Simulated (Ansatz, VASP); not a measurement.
# Two plane-wave programs on AlCo

The input INCAR:

```
ALGO     = Normal         # electronic algorithm
EDIFF    = 1E-6           # SCF threshold, eV
ENCUT    = 520            # plane-wave cutoff, eV
GGA      = PS             # functional
ISIF     = 2              # what is computed and relaxed
ISMEAR   = 0              # smearing method
LASPH    = True           # aspherical terms in the spheres
LCHARG   = False          # write CHGCAR
LREAL    = False          # projectors in reciprocal space
LWAVE    = False          # write WAVECAR
NBANDS   = 13             # bands
NELM     = 80             # most SCF steps
PREC     = Accurate       # precision mode
SIGMA    = 0.15           # smearing width, eV
```

Contents of KPOINTS:

```
k-points
0
Gamma
  18 18 18
```

POSCAR

```
AlCo
1.0
    2.8194032100      0.0000000000      0.0000000000
    0.0000000000      2.8194032100      0.0000000000
    0.0000000000      0.0000000000      2.8194032100
Al Co
1 1
Direct
    0.0000000000      0.0000000000      0.0000000000
    0.5000000000      0.5000000000      0.5000000000
```

Input for Ansatz:

```yaml
crystal:
  lattice:
    - [2.81940321, 0.0, 0.0]
    - [0.0, 2.81940321, 0.0]
    - [0.0, 0.0, 2.81940321]
  atoms:
    - { symbol: Al, position: [0.0, 0.0, 0.0] }
    - { symbol: Co, position: [0.5, 0.5, 0.5] }
basis:
  ecutwfc: 420
kpoints:
  mp_grid: { grid: [18, 18, 18] }
hamiltonian:
  xc: pbesol
scf:
  occupations: { method: gaussian, width: 0.15 }
output:
  forces: true
  stress: true
  eigenvalues: true
  write_density: true
  write_potential: true
  elf: true
  volumetric_format: npy
```

Alike in both runs: task single point; functional PBEsol; k mesh 18 × 18 × 18; occupations gaussian, width 0.15 eV; no spin polarisation.

|  | VASP | Ansatz |
| --- | --- | --- |
| version | VASP 6.6.1 | Ansatz 0.2.0 |
| potentials or method | VASP PAW PBE potentials, release 64 (Al, Co), cutoff 520 eV | scalar-relativistic, plane waves, PAW |
| valence electrons in the cell | 12 | 20 |

```tsv
	VASP	Ansatz	Ansatz less VASP
gap on the k mesh at the Fermi level (eV)	none	none	-
pressure (GPa)	0.8	0.7	-0.12
```

VASP's potentials were made for PBE, not for PBEsol. A gap of «none» marks a metal or a gap that the smearing closes. VASP's potentials hold 12 valence electrons a cell and Ansatz's 20, so a difference there can come from the potentials and not from the codes.
